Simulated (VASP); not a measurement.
Here is a VASP 6.6.1 calculation.

File POSCAR:

```
BP
1.0
    0.0000000000      2.1600173983      2.1600173983
    2.1600173983      0.0000000000      2.1600173983
    2.1600173983      2.1600173983      0.0000000000
B P
1 1
Direct
    0.0000000000      0.0000000000      0.0000000000
    0.5000000000      0.5000000000      0.5000000000
```

File INCAR.step1:

```
PREC = Accurate ; ENCUT = 520
ISMEAR = -1 ; SIGMA = 0.1
LREAL = F ; LASPH = T
NELM = 60 ; NBANDS = 11
GGA = PE ; ALGO = Normal
EDIFF = 1E-4 ; LWAVE = T
LCHARG = F
```

The input INCAR.step2:

```
PREC = Accurate ; ENCUT = 520
EDIFF = 1E-6 ; ISMEAR = -1
SIGMA = 0.1 ; LREAL = F
LASPH = T ; NELM = 60
ALGO = Normal ; ISIF = 2
LWAVE = F ; LCHARG = T
METAGGA = R2SCAN ; LMIXTAU = T
LELF = T ; LVHAR = T
NBANDS = 11 ; ISTART = 1
```

The input KPOINTS:

```
Automatic mesh
0
Gamma
  17 17 17
```

Potentials or basis: VASP PAW PBE potentials, release 64 (B, P).

The run is started by

```console
$ cat potpaw_PBE.64/B/POTCAR potpaw_PBE.64/P/POTCAR > POTCAR
$ cp INCAR.step1 INCAR
$ mpirun -np 1 vasp_std > vasp.out
$ cp INCAR.step2 INCAR
$ mpirun -np 1 vasp_std > vasp.out
```

(1) Estimate the pressure.

(2) Estimate the band gap on the k mesh.

Answers

(1) -0.4 GPa.

(2) zero (band 4 reaches 11.38 eV, above the bottom of band 5 at 6.70 eV).

Caveat: the PAW data sets were made with another functional, which shifts forces and pressure a little.
